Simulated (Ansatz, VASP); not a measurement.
**TiSi2 in VASP and in Ansatz**

Contents of INCAR:

```
PREC = Accurate ; ENCUT = 520
EDIFF = 1E-8 ; ISMEAR = -1
SIGMA = 0.08 ; LREAL = F
LASPH = T ; NELM = 80
ALGO = Normal ; ISIF = 2
LWAVE = F ; LCHARG = F
GGA = PS ; LEFG = T
NBANDS = 29
```

KPOINTS

```
Automatic mesh
0
Gamma
  8 8 8
```

Contents of POSCAR:

```
TiSi2
1.0
    0.0000000000      4.2415400000      4.2615000000
    2.4580950000      0.0000000000      4.2615000000
    2.4580950000      4.2415400000      0.0000000000
Ti Si
2 4
Direct
    0.7500000000      0.7500000000      0.7500000000
    0.5000000000      0.5000000000      0.5000000000
    0.0830000000      0.4170000000      0.0830000000
    0.4170000000      0.0830000000      0.4170000000
    0.1670000000      0.8330000000      0.1670000000
    0.8330000000      0.1670000000      0.8330000000
```

Input for Ansatz:

```yaml
crystal:
  lattice:
    - [0.0, 4.24154, 4.2615]
    - [2.458095, 0.0, 4.2615]
    - [2.458095, 4.24154, 0.0]
  atoms:
    - { symbol: Ti, position: [0.75, 0.75, 0.75] }
    - { symbol: Ti, position: [0.5, 0.5, 0.5] }
    - { symbol: Si, position: [0.083, 0.417, 0.083] }
    - { symbol: Si, position: [0.417, 0.083, 0.417] }
    - { symbol: Si, position: [0.167, 0.833, 0.167] }
    - { symbol: Si, position: [0.833, 0.167, 0.833] }
kpoints:
  mp_grid: { grid: [8, 8, 8] }
scf:
  occupations: { method: fermi_dirac, width: 0.08 }
hamiltonian:
  xc: pbesol
  pseudopotentials: { kind: all_electron, datasets: crystal }
output:
  forces: true
  stress: true
  eigenvalues: true
  efg: { contact_densities: true }
```

Change from the starting cell: equal xx and yy strain of +3 %, crystal datasets.

Alike in both runs: task electric field gradients; functional PBEsol; k mesh 8 × 8 × 8; occupations fermi-dirac, width 0.08 eV; no spin polarisation.

|  | VASP | Ansatz |
| --- | --- | --- |
| version | VASP 6.6.1 | Ansatz 0.2.0 |
| potentials or method | VASP PAW PBE potentials, release 64 (Ti_sv, Si), cutoff 520 eV | all-electron PAW with datasets made for the crystal, scalar-relativistic |

|  | VASP | Ansatz | Ansatz less VASP |
| --- | --- | --- | --- |
| pressure (GPa) | -8.4 | -8.5 | -0.11 |
| traceless stress, the component that is largest in VASP (GPa) | 4.01 | 3.94 | -0.069 |
| rms of the force components (eV/Å) | 0.054 | 0.053 | -0.0004 |
| size of Vzz on the site where it differs most (V/Å²) | 21.0 | 22.3 | +1.38 |

VASP's potentials were made for PBE, not for PBEsol. Atom by atom the forces differ by 0.000 eV/Å (rms over components). Ansatz ran all-electron here, and VASP with PAW potentials.
